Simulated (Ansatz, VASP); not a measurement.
LaHg in VASP and in Ansatz

```
CELL_PARAMETERS angstrom
3.16586 0.00000 0.00000
0.00000 3.16586 0.00000
0.00000 0.00000 3.16586
ATOMIC_POSITIONS crystal
La 0.50000 0.50000 0.50000
Hg 0.00000 0.00000 0.00000
```

Change from the starting cell: volume scaled by 0.55, LAPW.

Alike in both runs: task single point; functional LDA; k mesh 9 × 9 × 9; occupations fermi-dirac, width 0.05 eV; no spin polarisation.

|  | VASP | Ansatz |
| --- | --- | --- |
| version | VASP 6.6.1 | Ansatz 0.2.0 |
| potentials or method | VASP PAW LDA potentials, release 64 (La, Hg), cutoff 520 eV | all-electron LAPW, scalar-relativistic |

Ansatz gave:

* pressure (GPa): 115.3

Question: Which values does VASP return?

Answer: Pressure (GPa): 119.2.

LDA's correlation is that of Perdew and Zunger in VASP and of Perdew and Wang (1992) in Ansatz. Both programs put the cell under a high pressure, so it lies far from rest at this level. Ansatz ran all-electron here, and VASP with PAW potentials.

Neither program's run includes spin-orbit coupling. Noted on VASP's run: the cell as given lies far from equilibrium.
